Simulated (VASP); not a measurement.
Runs of VASP 6.6.1 on Cl. It takes space group Cmce (No. 64, orthorhombic). Conventional cell: a = 6.250 Å, b = 4.014 Å, c = 8.147 Å, α = 90.00°, β = 90.00°, γ = 90.00°. Cl (site symmetry m) has 1 Cl at 2.02 Å within 2.7 Å. 

```tsv
level	k mesh	smearing	grid for exact exchange (PRECFOCK)	share of exact exchange	screening parameter	gap on the mesh (eV)	pressure (GPa)	largest force (eV/Å)
PBEsol	6 × 6 × 2	gaussian 0.01 eV	-	-	-	2.18	-0.2	0.06
PBEsol	6 × 6 × 2	methfessel-paxton 0.2 eV	-	-	-	2.18	-0.2	0.06
PBEsol	8 × 8 × 1	gaussian 0.01 eV	-	-	-	2.19	-0.6	0.16
PBE-based screened hybrid with 15 % exact exchange	4 × 4 × 2	gaussian 0.01 eV	Normal	0.15	0.3 1/Å	(a)	(b)	0.44
PBEsol	6 × 6 × 2	fermi-dirac 0.5 eV	-	-	-	2.23	1.3	0.54
HSE06	2 × 2 × 2	gaussian 0.01 eV	Normal	0.25	0.2079 1/Å	3.88	0.8	0.99
PBEsol	6 × 6 × 2	methfessel-paxton 0.05 eV	-	-	-	2.18	-0.2	0.06
```

Alike in all rows: task single point; potentials or basis VASP PAW PBE potentials, release 64 (Cl); no spin polarisation; cell as given; cutoff (eV) 520.

Q: Fill in the values left out.

A: (a) 3.03; (b) 1.0.

Caveats: some runs use coarse meshes; this functional lacks dispersion, which holds the molecules together, so the pressure and a relaxed volume are unreliable; the PAW data sets were made with another functional, which shifts forces and pressure a little; so wide a smearing shifts energies and pressures (at least some runs).

A k mesh can miss the band edges.
